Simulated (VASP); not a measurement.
## Hf: single point with PBEsol

System: Hf, a slab with vacuum.

```
Hf
1.0
     3.15892    0.00000    0.00000
     0.00000    4.99859    0.00000
     0.00000    0.00000   19.64760
Hf
4
Direct
  0.00000 0.75000 0.41497
  0.50000 0.25000 0.45688
  0.50000 0.75000 0.54312
  0.00000 0.25000 0.58503
```

```yaml
Program: VASP 6.6.1
Task: single point
Functional: PBEsol
Potentials_or_basis: VASP PAW PBE potentials, release 64 (Hf_pv)
Cutoff: 520 eV
k_mesh: 10 × 7 × 1
Occupations: fermi-dirac, width 0.05 eV
Spin: no spin polarisation
```

```yaml
Largest_force: 0.049 eV/Å
Band_gap_on_the_k_mesh: zero (bands 20 and 21 overlap by 0.65 eV)
```

Forces in eV/Å, atoms in the order of the input:
```
Hf   0.000  0.000  0.049
Hf   0.000  0.000  0.041
Hf   0.000  0.000 -0.041
Hf   0.000  0.000 -0.049
```

Levels at points of the mesh, in eV from the Fermi level:
| k point | band 16 | band 17 | band 18 | band 19 | band 20 | band 21 | band 22 | band 23 | band 24 | band 25 |
| --- | --- | --- | --- | --- | --- | --- | --- | --- | --- | --- |
| (0.00, 0.00, 0.00) | -2.70 | -1.73 | -0.36 | -0.26 | 0.51 | 0.82 | 0.92 | 1.04 | 1.52 | 1.64 |
| (0.50, 0.00, 0.00) | -1.88 | -1.71 | -1.32 | -1.24 | -0.65 | 0.16 | 0.46 | 0.79 | 0.90 | 0.95 |

Run time: 3.9 min on 1 thread of AMD EPYC 9R45 96-Core Processor (Zen 5), with other jobs on the host, peak memory 0.42 GiB.

Caveat: the PAW data sets were made with another functional, which shifts forces and pressure a little; spin-orbit coupling is left out, which moves the levels of the heavy elements.
